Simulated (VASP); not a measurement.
# AlN (P1) in VASP: further runs, part 2 of 2

VASP 6.6.1.

### Step 3. Single point, PBE (mode 4 frozen in at -0.051 Å and mode 10 at -0.015 Å (largest displacements))

Input file INCAR:

```
PREC = Accurate ; ENCUT = 520
EDIFF = 1E-6 ; ISMEAR = 0
SIGMA = 0.05 ; LREAL = F
LASPH = T ; NELM = 80
ALGO = Normal ; ISIF = 2
LWAVE = F ; LCHARG = F
GGA = PE ; NBANDS = 16
```

Input file KPOINTS:

```
regular mesh
0
Gamma
  6 6 6
```

Input file POSCAR:

```
AlN
1.0
    0.0000000000     -2.2015682416     -2.2015682416
   -2.2015682416      0.0000000000     -2.2015682416
    2.2015682416      2.2015682416     -4.4031364832
Al N
2 2
Direct
   -0.0049423320      0.0172094419     -0.0008842550
    0.5031738219      0.4810220480      0.4991157450
    0.3730670897      0.3929161959      0.8767033313
    0.8803395728      0.8604904666      0.3767033313
```

Potentials or basis: VASP PAW PBE potentials, release 64 (Al, N).

On the command line:

```sh
> cat potpaw_PBE.64/Al/POTCAR potpaw_PBE.64/N/POTCAR > POTCAR
> mpirun -np 1 vasp_std > vasp.out
```

OUTCAR:

```text
PREC = Accurate
   ENCUT = 520
   EDIFF = 1E-6
   ISMEAR = 0
   LREAL = F
   LASPH = T
   NELM = 80
   ISIF = 2
   GGA = PE

 ion  position               nearest neighbor table
   1  0.995  0.017  0.999-   3 1.89   3 1.90   3 1.92   4 1.92   2 3.06   2 3.07   2 3.10   2 3.13
                             2 3.16   2 3.17
   2  0.503  0.481  0.499-   4 1.89   4 1.89   3 1.92   4 1.92   1 3.06   1 3.07   1 3.10   1 3.13
                             1 3.16   1 3.17
   3  0.373  0.393  0.877-   1 1.89   1 1.90   1 1.92   2 1.92
   4  0.880  0.860  0.377-   2 1.89   2 1.89   1 1.92   2 1.92

  LATTYP: Found a trigonal (rhomboedric) cell.
 ALAT       =     5.3927188258
 COS(alpha) =     0.8333333333

  Lattice vectors:

 A1 = (   2.2015682416,   4.4031364832,  -2.2015682416)
 A2 = (   4.4031364832,   2.2015682416,  -2.2015682416)
 A3 = (   2.2015682416,   2.2015682416,  -4.4031364832)

Analysis of symmetry for initial positions (statically):
=====================================================================
 Subroutine PRICEL returns:
 Original cell was already a primitive cell.

 Routine SETGRP: Setting up the symmetry group for a
 trigonal (rhombohedral) supercell.

 Subroutine GETGRP returns: Found  1 space group operations
 (whereof  1 operations were pure point group operations)
 out of a pool of 12 trial point group operations.

The static configuration has the point symmetry C_1 .

Analysis of symmetry for dynamics (positions and initial velocities):
=====================================================================
 Subroutine PRICEL returns:
 Original cell was already a primitive cell.

 Routine SETGRP: Setting up the symmetry group for a
 trigonal (rhombohedral) supercell.

 Subroutine GETGRP returns: Found  1 space group operations
 (whereof  1 operations were pure point group operations)
 out of a pool of 12 trial point group operations.

The dynamic configuration has the point symmetry C_1 .

 Subroutine INISYM returns: Found  1 space group operations
 (whereof  1 operations are pure point group operations),
 and found     1 'primitive' translations

----------------------------------------------------------------------------------------

                                     Primitive cell

  volume of cell :      42.6831

  direct lattice vectors                    reciprocal lattice vectors
     0.000000000 -2.201568242 -2.201568242     0.113555417 -0.340666251 -0.113555417
    -2.201568242  0.000000000 -2.201568242    -0.340666251  0.113555417 -0.113555417
     2.201568242  2.201568242 -4.403136483     0.113555417  0.113555417 -0.113555417

  length of vectors
     3.113487666  3.113487666  5.392718826     0.376620712  0.376620712  0.196683752

  position of ions in fractional coordinates (direct lattice)
     0.995057668  0.017209442  0.999115745
     0.503173822  0.481022048  0.499115745
     0.373067090  0.392916196  0.876703331
     0.880339573  0.860490467  0.376703331

  ion indices of the primitive-cell ions
   primitive index   ion index
                 1           1
                 2           2
                 3           3
                 4           4

----------------------------------------------------------------------------------------

 KPOINTS: regular mesh

Automatic generation of k-mesh.
 Grid dimensions read from file:
 generate k-points for:    6    6    6

 Generating k-lattice:

  Cartesian coordinates                     Fractional coordinates (reciprocal lattice)
     0.018925903 -0.056777709 -0.018925903     0.166666667  0.000000000  0.000000000
    -0.056777709  0.018925903 -0.018925903     0.000000000  0.166666667  0.000000000
     0.018925903  0.018925903 -0.018925903     0.000000000  0.000000000  0.166666667

  Length of vectors
     0.062770119  0.062770119  0.032780625

  Shift w.r.t. Gamma in fractional coordinates (k-lattice)
     0.000000000  0.000000000  0.000000000

 Subroutine IBZKPT returns following result:
 ===========================================

 Found    112 irreducible k-points:

 Following reciprocal coordinates:
            Coordinates               Weight
  0.000000  0.000000  0.000000      1.000000
  0.166667  0.000000 -0.000000      2.000000
  0.000000  0.166667 -0.000000      2.000000
 -0.166667 -0.166667 -0.166667      2.000000
  0.333333  0.000000  0.000000      2.000000
  0.000000  0.333333  0.000000      2.000000
[... 16 lines left out ...]
 -0.166667  0.500000 -0.000000      2.000000
 -0.333333  0.500000  0.500000      2.000000
 [... further k-points ...]
   k-points           NKPTS =    112   k-points in BZ     NKDIM =    112   number of bands    NBANDS=     16
   number of dos      NEDOS =    301   number of ions     NIONS =      4
   total plane-waves  NPLWV =  23040
   dimension x,y,z NGX =    24 NGY =   24 NGZ =   40
   dimension x,y,z NGXF=    48 NGYF=   48 NGZF=   80
   ions per type =               2   2
   NGX,Y,Z   is equivalent  to a cutoff of  12.81, 12.81, 12.33 a.u.
   NGXF,Y,Z  is equivalent  to a cutoff of  25.63, 25.63, 24.66 a.u.
 SYSTEM =  unknown system
   PREC   = accura    normal or accurate (medium, high low for compatibility)
   ISTART =      0    job   : 0-new  1-cont  2-samecut
   ICHARG =      2    charge: 1-file 2-atom 10-const
   ISPIN  =      1    spin polarized calculation?
   LNONCOLLINEAR =      F non collinear calculations
   LSORBIT =      F    spin-orbit coupling
   LASPH  =      T    aspherical Exc in radial PAW
   ENCUT  =  520.0 eV  38.22 Ry    6.18 a.u.   5.79  5.79 10.03*2*pi/ulx,y,z
   NELM   =     80;   NELMIN=  2; NELMDL= -5     # of ELM steps
   EDIFF  = 0.1E-05   stopping-criterion for ELM
   LREAL  =      F    real-space projection
   EDIFFG = 0.1E-04   stopping-criterion for IOM
   NSW    =      0    number of steps for IOM
   IBRION =     -1    ionic relax: 0-MD 1-quasi-New 2-CG
   NFREE  =      0    steps in history (QN), initial steepest desc. (CG)
   ISIF   =      2    stress and relaxation
   ISYM   =      2    0-nonsym 1-usesym 2-fastsym
   POTIM  = 0.5000    time-step for ionic-motion
   TEBEG  =    0.0;   TEEND  =   0.0 temperature during run
   PSTRESS=    0.0 pullay stress
   NELECT =      16.0000    total number of electrons
   NUPDOWN=      -1.0000    fix difference up-down
   EMIN   =  10.00;   EMAX   =-10.00  energy-range for DOS
   EFERMI =   0.00;   METHOD = LEGACY
   ISMEAR =     0;   SIGMA  =   0.05  broadening in eV -4-tet -1-fermi 0-gaus
   EFERMI_NEDOS =   21; number of points for ismear=-14 and -15
   IALGO  =     38    algorithm
   IMIX   =      4    mixing-type and parameters
     AMIX     =   0.40;   BMIX     =  1.00
     AMIX_MAG =   1.60;   BMIX_MAG =  1.00
  volume/ion in A,a.u.               =      10.67        72.01
  Fermi-wavevector in a.u.,A,eV,Ry     =   1.180400  2.230633 18.957611  1.393345
  Thomas-Fermi vector in A             =   2.316693
   LORBIT       =      0    0 simple, 1 ext, 2 COOP (PROOUT), +10 PAW based schemes
   GGA     = PE    functional components
   LHFCALC =     F    Hartree Fock is set to
   AEXX    =    0.0000 exact exchange contribution
   IVDW    =     0    specifies the selected vdW correction
   LEPSILON=     F    determine dielectric tensor
   LRPA    =     F    only Hartree local field effects (RPA)
 non-spin polarized calculation
 Gauss-broadening in eV      SIGMA  =   0.05
  energy-cutoff  :      520.00
  volume of cell :       42.68
 maximum number of plane-waves:      1168
   NGX = 11   NGY = 11   NGZ = 21

 number of electron      16.0000001 magnetization

 Free energy of the ion-electron system (eV)
  ---------------------------------------------------
  ext. energy  EPLUGINS =         0.00000000
  ---------------------------------------------------
  free energy    TOTEN  =       -29.66671000 eV

  energy without entropy =      -29.66671000  energy(sigma->0) =      -29.66671000

 E-fermi :   6.0678     XC(G=0): -10.8302

 val. band max:        5.8192527448   @ k =   0.0000   0.0000   0.0000
 cond. band min:       9.0531786899   @ k =   0.5000   0.0000   0.5000
 fundamental gap:      3.2339259451
 Fermi energy:         6.0677517964

 k-point     1 :       0.0000    0.0000    0.0000
  band No.  band energies     occupation
      1      -9.0948      2.00000
      2      -7.1189      2.00000
      3       0.0138      2.00000
      4       5.2151      2.00000
      5       5.2869      2.00000
      6       5.6868      2.00000
[... 433 lines left out ...]
      3       1.1983      2.00000
      4       1.4990      2.00000
      5       2.8622      2.00000
      6       3.4678      2.00000
[... 8 lines left out ...]
     15      18.5263      0.00000
     16      19.1177      0.00000

 [... further k-points ...]
[... 5 lines left out ...]
  --------------------------------------------------------------------------------------
  -------------------------------------------------------------------------------------
  Total       -0.1150962     -0.0075345     -0.0939359     -0.3597335     -0.0057739     -0.0062103
  in kB       -4.3203129     -0.2828173     -3.5260291    -13.5031491     -0.2167335     -0.2331115
  external PRESSURE =      -2.7097198 kB  Pullay stress =       0.0000000 kB

 VOLUME and BASIS-vectors are now :
 -----------------------------------------------------------------------------
  energy-cutoff  :      520.00
  volume of cell :       42.68
      direct lattice vectors                 reciprocal lattice vectors
     0.000000000 -2.201568242 -2.201568242     0.113555417 -0.340666251 -0.113555417
    -2.201568242  0.000000000 -2.201568242    -0.340666251  0.113555417 -0.113555417
     2.201568242  2.201568242 -4.403136483     0.113555417  0.113555417 -0.113555417

 POSITION                                       TOTAL-FORCE (eV/Angst)
 -----------------------------------------------------------------------------------
      2.16173      0.00893     -6.62782         0.212563     -0.043399     -0.160970
      0.03983     -0.00893     -4.36445        -0.197081      0.060708     -0.479545
      1.06509      1.10879     -5.54661         0.085846     -0.028901      0.400357
     -1.06509     -1.10879     -5.49123        -0.101328      0.011593      0.240158
 -----------------------------------------------------------------------------------
    total drift:                               -0.000133     -0.000159      0.000095

  FREE ENERGIE OF THE ION-ELECTRON SYSTEM (eV)
  ---------------------------------------------------
  free  energy   TOTEN  =       -29.6667100038 eV

  energy  without entropy=      -29.6667100038  energy(sigma->0) =      -29.66671000
```

OSZICAR:

```text
N       E                     dE             d eps       ncg     rms          rms(c)
DAV:   1     0.399292775294E+02    0.39929E+02   -0.71040E+03  3680   0.864E+02
DAV:   2    -0.309405841062E+02   -0.70870E+02   -0.64694E+02  5200   0.189E+02
DAV:   3    -0.343173885220E+02   -0.33768E+01   -0.33676E+01  4192   0.417E+01
DAV:   4    -0.343387369233E+02   -0.21348E-01   -0.21347E-01  4648   0.376E+00
DAV:   5    -0.343390421382E+02   -0.30521E-03   -0.30521E-03  4224   0.448E-01    0.120E+01
DAV:   6    -0.296532001975E+02    0.46858E+01   -0.10725E+01  4320   0.236E+01    0.411E+00
DAV:   7    -0.296813642391E+02   -0.28164E-01   -0.64706E-01  3616   0.570E+00    0.291E+00
DAV:   8    -0.296713160839E+02    0.10048E-01   -0.64915E-02  3832   0.231E+00    0.601E-01
DAV:   9    -0.296662674250E+02    0.50487E-02   -0.11724E-02  4672   0.822E-01    0.248E-01
DAV:  10    -0.296667987412E+02   -0.53132E-03   -0.21761E-03  4048   0.298E-01    0.139E-01
DAV:  11    -0.296667085609E+02    0.90180E-04   -0.19040E-04  4272   0.106E-01    0.321E-02
DAV:  12    -0.296667102795E+02   -0.17185E-05   -0.10848E-05  4504   0.262E-02    0.674E-03
DAV:  13    -0.296667100038E+02    0.27564E-06   -0.30784E-06  4208   0.136E-02
   1 F= -.29666710E+02 E0= -.29666710E+02  d E =-.244658E-14
```

stdout:

```text
POSCAR found type information on POSCAR AlN
 POSCAR found :  2 types and       4 ions
 scaLAPACK will be used
 LDA part: xc-table for (Slater+PW92), standard interpolation
 POSCAR, INCAR and KPOINTS ok, starting setup
 FFT: planning ... GRIDC
 FFT: planning ... GRID_SOFT
 FFT: planning ... GRID
 WAVECAR not read
 entering main loop
```

Run time: 78 s. Hardware: 1 thread of AMD EPYC 7R43 (Zen 3), shared host; peak memory 0.16 GiB.

Results:

```
Free energy            : -29.6667 eV
Pressure               : -0.3 GPa
Largest force          : 0.522 eV/Å
Band gap on the k mesh : 3.23 eV
```

Forces on the atoms (eV/Å):
```
Al   0.213 -0.043 -0.161
Al  -0.197  0.061 -0.480
N    0.086 -0.029  0.400
N   -0.101  0.012  0.240
```

Levels at points of the mesh, in eV from the valence-band top:
```csv
k point,band 5,band 6,band 7,band 8,band 9,band 10,band 11,band 12
"(0.00, 0.00, 0.00)",-0.53,-0.13,-0.07,0.00,3.90,7.09,9.62,10.89
"(0.50, 0.00, 0.00)",-2.36,-2.31,-1.24,-1.24,5.72,5.74,9.62,9.73
"(0.00, 0.50, 0.00)",-2.44,-2.21,-1.26,-1.23,5.70,5.76,9.49,9.97
"(0.50, 0.50, 0.50)",-2.43,-2.25,-1.30,-1.28,5.71,5.77,9.54,9.91
"(0.50, 0.50, 0.00)",-1.86,-1.78,-0.61,-0.53,3.24,7.09,8.38,9.64
"(0.00, 0.50, 0.50)",-1.82,-1.82,-0.57,-0.50,3.24,7.07,8.37,9.63
"(0.50, 0.00, 0.50)",-1.82,-1.81,-0.57,-0.49,3.23,7.05,8.40,9.60
"(0.00, 0.00, 0.50)",-0.43,-0.38,-0.31,-0.26,6.18,6.18,10.66,10.67
```

Caveat: the cell differs from its parent crystal (mode 4 frozen in at -0.051 Å and mode 10 at -0.015 Å (largest displacements)). A k mesh can miss the band edges.

### Step 4. Single point, PBE (mode 4 frozen in at -0.051 Å and mode 10 at +0.015 Å (largest displacements))

Input file INCAR:

```
SYSTEM = AlN
  PREC = Accurate
  ENCUT = 520
  EDIFF = 1E-6
  ISMEAR = 0
  SIGMA = 0.05
  LREAL = .False.
  LASPH = .True.
  NELM = 100
  ALGO = Normal
  ISIF = 2
  LWAVE = .False.
  LCHARG = .False.
  GGA = PE
  NBANDS = 16
```

Input file KPOINTS:

```
Automatic mesh
0
Gamma
  6 6 6
  0 0 0
```

Input file POSCAR:

```
AlN
1.0
    0.0000000000     -2.2015682416     -2.2015682416
   -2.2015682416      0.0000000000     -2.2015682416
    2.2015682416      2.2015682416     -4.4031364832
Al N
2 2
Direct
   -0.0031738219      0.0189779520      0.0008842550
    0.5049423320      0.4827905581      0.5008842550
    0.3696604272      0.3895095334      0.8732966687
    0.8769329103      0.8570838041      0.3732966687
```

On the command line:

```sh
> cat potpaw_PBE.64/Al/POTCAR potpaw_PBE.64/N/POTCAR > POTCAR
> mpirun -np 1 vasp_std > vasp.out
```

It took 76 s on 1 thread of AMD EPYC 7R43 (Zen 3), shared host; peak memory 0.15 GiB.

Results (log left out):

```
Free energy            : -29.6676 eV
Pressure               : -0.3 GPa
Largest force          : 0.500 eV/Å
Band gap on the k mesh : 3.25 eV
```

Forces on the atoms (eV/Å):
```
Al   0.208 -0.027  0.454
Al  -0.187  0.050  0.149
N    0.085 -0.033 -0.235
N   -0.106  0.010 -0.367
```

Stress tensor (GPa, compression positive):
```
-0.45  1.37  0.00
 1.37 -0.04  0.00
 0.00  0.00 -0.37
```

Levels at points of the mesh, in eV from the valence-band top:
| k point | band 5 | band 6 | band 7 | band 8 | band 9 | band 10 | band 11 | band 12 |
| --- | --- | --- | --- | --- | --- | --- | --- | --- |
| (0.00, 0.00, 0.00) | -0.48 | -0.11 | -0.05 | 0.00 | 3.91 | 7.08 | 9.60 | 10.91 |
| (0.50, 0.00, 0.00) | -2.41 | -2.36 | -1.23 | -1.22 | 5.76 | 5.77 | 9.61 | 9.71 |
| (0.00, 0.50, 0.00) | -2.49 | -2.25 | -1.25 | -1.22 | 5.72 | 5.79 | 9.47 | 9.94 |
| (0.50, 0.50, 0.50) | -2.46 | -2.28 | -1.20 | -1.17 | 5.72 | 5.77 | 9.49 | 9.86 |
| (0.50, 0.50, 0.00) | -1.85 | -1.76 | -0.55 | -0.49 | 3.25 | 7.08 | 8.39 | 9.63 |
| (0.00, 0.50, 0.50) | -1.81 | -1.80 | -0.59 | -0.52 | 3.25 | 7.11 | 8.38 | 9.66 |
| (0.50, 0.00, 0.50) | -1.81 | -1.80 | -0.58 | -0.52 | 3.25 | 7.09 | 8.41 | 9.64 |
| (0.00, 0.00, 0.50) | -0.37 | -0.33 | -0.26 | -0.21 | 6.16 | 6.17 | 10.66 | 10.67 |

Caveat: the cell differs from its parent crystal (mode 4 frozen in at -0.051 Å and mode 10 at +0.015 Å (largest displacements)). A k mesh can miss the band edges.
